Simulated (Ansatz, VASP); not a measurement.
**NbSnSe4: VASP beside Ansatz**

Contents of INCAR:

```
PREC = Accurate ; ENCUT = 500
EDIFF = 1E-7 ; ISMEAR = 0
SIGMA = 0.15 ; LREAL = False
LASPH = True ; NELM = 120
ALGO = Normal ; ISIF = 3
LWAVE = False ; LCHARG = False
GGA = PE ; IBRION = 2
NSW = 36 ; EDIFFG = -0.08
GGA_COMPAT = False ; NELMIN = 4
```

The input KPOINTS:

```
regular mesh
0
Gamma
  4 4 1
```

File POSCAR:

```
NbSnSe4
1.0
    3.6200000000      0.0000000000      0.0000000000
   -1.8100000000      3.1350119600      0.0000000000
    0.0000000000      0.0000000000     12.9000000000
Nb Sn Se
1 1 4
Direct
    0.3333333300      0.6666666700      0.0000000000
    0.0000000000      0.0000000000      0.5000000000
    0.6666666700      0.3333333300      0.6230000000
    0.3333333300      0.6666666700      0.3770000000
    0.0000000000      0.0000000000      0.8690000000
    0.0000000000      0.0000000000      0.1310000000
```

Input for Ansatz:

```yaml
crystal:
  lattice:
    - [3.62, 0.0, 0.0]
    - [-1.81, 3.13501196, 0.0]
    - [0.0, 0.0, 12.9]
  atoms:
    - { symbol: Nb, position: [0.33333333, 0.66666667, 0.0] }
    - { symbol: Sn, position: [0.0, 0.0, 0.5] }
    - { symbol: Se, position: [0.66666667, 0.33333333, 0.623] }
    - { symbol: Se, position: [0.33333333, 0.66666667, 0.377] }
    - { symbol: Se, position: [0.0, 0.0, 0.869] }
    - { symbol: Se, position: [0.0, 0.0, 0.131] }
basis:
  ecutwfc: 420
kpoints:
  mp_grid: { grid: [4, 4, 1] }
hamiltonian:
  xc: pbe
scf:
  occupations: { method: gaussian, width: 0.15 }
  lower_state_search: "off"
output:
  forces: true
  stress: true
  eigenvalues: true
relax:
  adjacent_minimum: "off"
  f_tol: 0.08
  max_steps: 16
  cell: { stress_tol: 0.8 }
```

Alike in both runs: task relaxation of cell and atoms; functional PBE; k mesh 4 × 4 × 1; occupations gaussian, width 0.15 eV; no spin polarisation.

|  | VASP | Ansatz |
| --- | --- | --- |
| version | VASP 6.6.1 | Ansatz 0.2.0 |
| potentials or method | VASP PAW PBE potentials, release 64 (Nb_sv, Sn_d, Se), cutoff 500 eV | scalar-relativistic, plane waves, PAW |
| valence electrons in the cell | 51 | 91 |

VASP gave:

| Quantity | Value |
| --- | --- |
| gap on the k mesh at the Fermi level, each at its own relaxed structure (eV) | none |
| relaxed volume (Å³/atom) | 27.47 |
| relaxed cell length with the largest relative difference (Å) | 14.040 |

Problem. Estimate Ansatz's values.

Solution. gap on the k mesh at the Fermi level, each at its own relaxed structure (eV): none; relaxed volume (Å³/atom): 28.05; relaxed cell length with the largest relative difference (Å): 14.319.

A gap of «none» marks a metal or a gap that the smearing closes. VASP's potentials hold 51 valence electrons a cell and Ansatz's 91, so a difference there can come from the potentials and not from the codes.

The k mesh is coarse, so the values compare programs but aren't converged.
